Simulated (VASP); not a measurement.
# MoH5 (P-62m) in VASP: further runs

Runs on MoH5. Level: PBE. Tasks: single point, relaxation of cell and atoms.

Everything below comes from runs of VASP 6.6.1. Logs are shortened: lines on timing, memory, paths and dates and some standing lists are left out, and cuts for length are marked.

**1. The cell of the first run**

It takes space group P-62m (No. 189, hexagonal). The conventional cell has a = 3.423 Å, b = 3.423 Å, c = 3.132 Å, α = 90.00°, β = 90.00°, γ = 120.00°. H (site symmetry m2m) has 10 H at 1.76 to 2.09 Å and 2 Mo at 1.87 Å within 2.3 Å. H (site symmetry -6) has 3 Mo at 1.98 Å and 9 H at 1.98 Å within 2.6 Å. Within 2.5 Å of Mo (site symmetry -62m) lie 12 H at 1.87 to 1.98 Å.

**2. Single point, PBE**

Contents of INCAR:

```
SYSTEM = MoH5
PREC = Accurate
ENCUT = 520
EDIFF = 1E-6
ISMEAR = 0
SIGMA = 0.1
LREAL = .False.
LASPH = .True.
NELM = 80
ALGO = Normal
ISIF = 2
LWAVE = .False.
LCHARG = .False.
GGA = PE
NBANDS = 18
```

Contents of KPOINTS:

```
regular mesh
0
Gamma
  6 6 4
  0 0 0
```

Contents of POSCAR:

```
MoH5
1.0
    3.4234948673      0.0000000000      0.0000000000
   -1.7117474336      2.9648335248      0.0000000000
    0.0000000000      0.0000000000      3.1318822757
H Mo
5 1
Direct
    0.0000000000      0.7035719430      0.0000000000
    0.7035719430      0.0000000000      0.0000000000
    0.2964280570      0.2964280570      0.0000000000
    0.6666666667      0.3333333333      0.5000000000
    0.3333333333      0.6666666667      0.5000000000
    0.0000000000      0.0000000000      0.5000000000
```

Potentials or basis: VASP PAW PBE potentials, release 64 (H, Mo_sv).

Launch:

```sh
> cat potpaw_PBE.64/H/POTCAR potpaw_PBE.64/Mo_sv/POTCAR > POTCAR
> mpirun -np 1 vasp_std > vasp.out
```

OUTCAR:

```text
SYSTEM = MoH5
   PREC = Accurate
   ENCUT = 520
   EDIFF = 1E-6
   ISMEAR = 0
   LREAL = .False.
   LASPH = .True.
   NELM = 80
   ISIF = 2
   GGA = PE

 ion  position               nearest neighbor table
   1  0.000  0.704  0.000-   6 1.87   6 1.87
   2  0.704  0.000  0.000-   6 1.87   6 1.87
   3  0.296  0.296  0.000-   6 1.87   6 1.87
   4  0.667  0.333  0.500-   6 1.98   6 1.98   6 1.98
   5  0.333  0.667  0.500-   6 1.98   6 1.98   6 1.98
   6  0.000  0.000  0.500-   1 1.87   1 1.87   2 1.87   2 1.87   3 1.87   3 1.87   5 1.98   4 1.98
                             5 1.98   4 1.98   4 1.98   5 1.98

  LATTYP: Found a hexagonal cell.
 ALAT       =     3.4234948673
 C/A-ratio  =     0.9148202048

  Lattice vectors:

 A1 = (   3.4234948673,   0.0000000000,   0.0000000000)
 A2 = (  -1.7117474336,   2.9648335248,   0.0000000000)
 A3 = (   0.0000000000,   0.0000000000,   3.1318822757)

Analysis of symmetry for initial positions (statically):
=====================================================================
 Subroutine PRICEL returns:
 Original cell was already a primitive cell.

 Routine SETGRP: Setting up the symmetry group for a
 hexagonal supercell.

 Subroutine GETGRP returns: Found 12 space group operations
 (whereof 12 operations were pure point group operations)
 out of a pool of 24 trial point group operations.

The static configuration has the point symmetry D_3h.

Analysis of symmetry for dynamics (positions and initial velocities):
=====================================================================
 Subroutine PRICEL returns:
 Original cell was already a primitive cell.

 Routine SETGRP: Setting up the symmetry group for a
 hexagonal supercell.

 Subroutine GETGRP returns: Found 12 space group operations
 (whereof 12 operations were pure point group operations)
 out of a pool of 24 trial point group operations.

The dynamic configuration has the point symmetry D_3h.

 Subroutine INISYM returns: Found 12 space group operations
 (whereof 12 operations are pure point group operations),
 and found     1 'primitive' translations

----------------------------------------------------------------------------------------

                                     Primitive cell

  volume of cell :      31.7889

  direct lattice vectors                    reciprocal lattice vectors
     3.423494867  0.000000000  0.000000000     0.292099167  0.168643533  0.000000000
    -1.711747434  2.964833525  0.000000000     0.000000000  0.337287066  0.000000000
     0.000000000  0.000000000  3.131882276     0.000000000  0.000000000  0.319296804

  length of vectors
     3.423494867  3.423494867  3.131882276     0.337287066  0.337287066  0.319296804

  position of ions in fractional coordinates (direct lattice)
     0.000000000  0.703571943  0.000000000
     0.703571943  0.000000000  0.000000000
     0.296428057  0.296428057  0.000000000
     0.666666667  0.333333333  0.500000000
     0.333333333  0.666666667  0.500000000
     0.000000000  0.000000000  0.500000000

  ion indices of the primitive-cell ions
   primitive index   ion index
                 1           1
                 2           2
                 3           3
                 4           4
                 5           5
                 6           6

----------------------------------------------------------------------------------------

 KPOINTS: regular mesh

Automatic generation of k-mesh.
 Grid dimensions read from file:
 generate k-points for:    6    6    4

 Generating k-lattice:

  Cartesian coordinates                     Fractional coordinates (reciprocal lattice)
     0.048683195  0.028107255  0.000000000     0.166666667  0.000000000  0.000000000
     0.000000000  0.056214511  0.000000000     0.000000000  0.166666667  0.000000000
     0.000000000  0.000000000  0.079824201     0.000000000  0.000000000  0.250000000

  Length of vectors
     0.056214511  0.056214511  0.079824201

  Shift w.r.t. Gamma in fractional coordinates (k-lattice)
     0.000000000  0.000000000  0.000000000

 Subroutine IBZKPT returns following result:
 ===========================================

 Found     21 irreducible k-points:

 Following reciprocal coordinates:
            Coordinates               Weight
  0.000000  0.000000  0.000000      1.000000
  0.166667  0.000000  0.000000      6.000000
  0.333333  0.000000  0.000000      6.000000
  0.500000  0.000000  0.000000      3.000000
  0.166667  0.166667  0.000000      6.000000
  0.333333  0.166667  0.000000     12.000000
[... 13 lines left out ...]
  0.333333  0.166667  0.500000     12.000000
  0.333333  0.333333  0.500000      2.000000
   k-points           NKPTS =     21   k-points in BZ     NKDIM =     21   number of bands    NBANDS=     18
   number of dos      NEDOS =    301   number of ions     NIONS =      6
   total plane-waves  NPLWV =  18816
   dimension x,y,z NGX =    28 NGY =   28 NGZ =   24
   dimension x,y,z NGXF=    56 NGYF=   56 NGZF=   48
   ions per type =               5   1
   NGX,Y,Z   is equivalent  to a cutoff of  13.60, 13.60, 12.74 a.u.
   NGXF,Y,Z  is equivalent  to a cutoff of  27.19, 27.19, 25.48 a.u.
 SYSTEM =  MoH5
   PREC   = accura    normal or accurate (medium, high low for compatibility)
   ISTART =      0    job   : 0-new  1-cont  2-samecut
   ICHARG =      2    charge: 1-file 2-atom 10-const
   ISPIN  =      1    spin polarized calculation?
   LNONCOLLINEAR =      F non collinear calculations
   LSORBIT =      F    spin-orbit coupling
   LASPH  =      T    aspherical Exc in radial PAW
   ENCUT  =  520.0 eV  38.22 Ry    6.18 a.u.   6.37  6.37  5.82*2*pi/ulx,y,z
   NELM   =     80;   NELMIN=  2; NELMDL= -5     # of ELM steps
   EDIFF  = 0.1E-05   stopping-criterion for ELM
   LREAL  =      F    real-space projection
   EDIFFG = 0.1E-04   stopping-criterion for IOM
   NSW    =      0    number of steps for IOM
   IBRION =     -1    ionic relax: 0-MD 1-quasi-New 2-CG
   NFREE  =      0    steps in history (QN), initial steepest desc. (CG)
   ISIF   =      2    stress and relaxation
   ISYM   =      2    0-nonsym 1-usesym 2-fastsym
   POTIM  = 0.5000    time-step for ionic-motion
   TEBEG  =    0.0;   TEEND  =   0.0 temperature during run
   PSTRESS=    0.0 pullay stress
   NELECT =      19.0000    total number of electrons
   NUPDOWN=      -1.0000    fix difference up-down
   EMIN   =  10.00;   EMAX   =-10.00  energy-range for DOS
   EFERMI =   0.00;   METHOD = LEGACY
   ISMEAR =     0;   SIGMA  =   0.10  broadening in eV -4-tet -1-fermi 0-gaus
   EFERMI_NEDOS =   21; number of points for ismear=-14 and -15
   IALGO  =     38    algorithm
   IMIX   =      4    mixing-type and parameters
     AMIX     =   0.40;   BMIX     =  1.00
     AMIX_MAG =   1.60;   BMIX_MAG =  1.00
  volume/ion in A,a.u.               =       5.30        35.75
  Fermi-wavevector in a.u.,A,eV,Ry     =   1.379010  2.605952 25.873789  1.901670
  Thomas-Fermi vector in A             =   2.504019
   LORBIT       =      0    0 simple, 1 ext, 2 COOP (PROOUT), +10 PAW based schemes
   GGA     = PE    functional components
   LHFCALC =     F    Hartree Fock is set to
   AEXX    =    0.0000 exact exchange contribution
   IVDW    =     0    specifies the selected vdW correction
   LEPSILON=     F    determine dielectric tensor
   LRPA    =     F    only Hartree local field effects (RPA)
 non-spin polarized calculation
 Gauss-broadening in eV      SIGMA  =   0.10
  energy-cutoff  :      520.00
  volume of cell :       31.79
 maximum number of plane-waves:       871
 NGX is ok and might be reduce to    28
   NGX = 13   NGY = 13   NGZ = 11

 number of electron      19.0000002 magnetization

 Free energy of the ion-electron system (eV)
  ---------------------------------------------------
  ext. energy  EPLUGINS =         0.00000000
  ---------------------------------------------------
  free energy    TOTEN  =       -25.81477840 eV

  energy without entropy =      -25.80279460  energy(sigma->0) =      -25.80878650

 E-fermi :   7.2997     XC(G=0): -11.8041

 val. band max:        7.2696226377   @ k =   0.1667   0.0000   0.0000
 cond. band min:       7.3047307560   @ k =   0.5000   0.0000   0.0000
 fundamental gap:      0.0351081182
 Fermi energy:         7.2996932283

 k-point     1 :       0.0000    0.0000    0.0000
  band No.  band energies     occupation
      1     -54.1330      2.00000
      2     -28.2184      2.00000
      3     -28.1427      2.00000
      4     -28.1427      2.00000
      5      -5.0231      2.00000
      6       0.2925      2.00000
[... 10 lines left out ...]
     17      19.9419      0.00000
     18      22.8472      0.00000

 k-point     2 :       0.1667    0.0000    0.0000
  band No.  band energies     occupation
      1     -54.1290      2.00000
      2     -28.2141      2.00000
      3     -28.1952      2.00000
      4     -28.1538      2.00000
      5      -4.5087      2.00000
      6       0.5021      2.00000
[... 10 lines left out ...]
     17      20.1542      0.00000
     18      23.4437      0.00000

 k-point     3 :       0.3333    0.0000    0.0000
  band No.  band energies     occupation
      1     -54.1211      2.00000
      2     -28.2986      2.00000
      3     -28.2053      2.00000
      4     -28.1760      2.00000
      5      -3.1468      2.00000
      6       0.5985      2.00000
[... 10 lines left out ...]
     17      21.2991      0.00000
     18      22.8771      0.00000

 k-point     4 :       0.5000    0.0000    0.0000
  band No.  band energies     occupation
      1     -54.1171      2.00000
      2     -28.3495      2.00000
      3     -28.2010      2.00000
      4     -28.1870      2.00000
      5      -1.8320      2.00000
      6      -0.5323      2.00000
[... 312 lines left out ...]
      4     -28.1414      2.00000
      5      -0.6013      2.00000
      6      -0.1811      2.00000
[... 10 lines left out ...]
     17      19.9751      0.00000
     18      20.1125      0.00000

 k-point    20 :       0.3333    0.1667    0.5000
  band No.  band energies     occupation
      1     -54.0902      2.00000
      2     -28.5596      2.00000
      3     -28.2748      2.00000
      4     -28.1735      2.00000
      5      -0.0923      2.00000
      6       1.0380      2.00000
[... 10 lines left out ...]
     17      20.3637      0.00000
     18      21.0846      0.00000

 k-point    21 :       0.3333    0.3333    0.5000
  band No.  band energies     occupation
      1     -54.0882      2.00000
      2     -28.5556      2.00000
      3     -28.2391      2.00000
      4     -28.2391      2.00000
      5       0.7314      2.00000
      6       0.7314      2.00000
[... 10 lines left out ...]
     17      20.8229      0.00000
     18      22.1355      0.00000

------------------------ aborting loop because EDIFF is reached ----------------------------------------

  FORCE on cell =-STRESS in cart. coord.  units (eV):
  Direction    XX          YY          ZZ          XY          YZ          ZX
  --------------------------------------------------------------------------------------
  -------------------------------------------------------------------------------------
  Total       -0.0164448     -0.0164448      0.0310745     -0.0000000     -0.0000000      0.0000000
  in kB       -0.8288280     -0.8288280      1.5661734     -0.0000000     -0.0000000      0.0000000
  external PRESSURE =      -0.0304942 kB  Pullay stress =       0.0000000 kB

 VOLUME and BASIS-vectors are now :
 -----------------------------------------------------------------------------
  energy-cutoff  :      520.00
  volume of cell :       31.79
      direct lattice vectors                 reciprocal lattice vectors
     3.423494867  0.000000000  0.000000000     0.292099167  0.168643533  0.000000000
    -1.711747434  2.964833525  0.000000000     0.000000000  0.337287066  0.000000000
     0.000000000  0.000000000  3.131882276     0.000000000  0.000000000  0.319296804

 POSITION                                       TOTAL-FORCE (eV/Angst)
 -----------------------------------------------------------------------------------
     -1.20434      2.08597      0.00000         0.009202     -0.015938     -0.000000
      2.40867      0.00000      0.00000        -0.018404     -0.000000      0.000000
      0.50741      0.87886      0.00000         0.009202      0.015938      0.000000
      1.71175      0.98828      1.56594        -0.000000     -0.000000      0.000000
     -0.00000      1.97656      1.56594        -0.000000      0.000000      0.000000
      0.00000      0.00000      1.56594        -0.000000      0.000000      0.000000
 -----------------------------------------------------------------------------------
    total drift:                                0.000000      0.000000      0.000000

  FREE ENERGIE OF THE ION-ELECTRON SYSTEM (eV)
  ---------------------------------------------------
  free  energy   TOTEN  =       -25.8147784024 eV

  energy  without entropy=      -25.8027946049  energy(sigma->0) =      -25.80878650
```

Run time: 14 s. Hardware: 1 thread of Intel Xeon Platinum 8488C (Sapphire Rapids), shared host; peak memory 0.15 GiB.

Results:

```yaml
Free_energy: -25.8148 eV
Pressure: 0.0 GPa
Largest_force: 0.018 eV/Å
```

Forces in eV/Å, atoms in the order of the input:
```
H    0.009 -0.016  0.000
H   -0.018  0.000  0.000
H    0.009  0.016  0.000
H    0.000  0.000  0.000
H    0.000  0.000  0.000
Mo   0.000  0.000  0.000
```

Caveat: the k points lie up to 0.50 Å⁻¹ apart.

(Continued in part 2 of 2.)
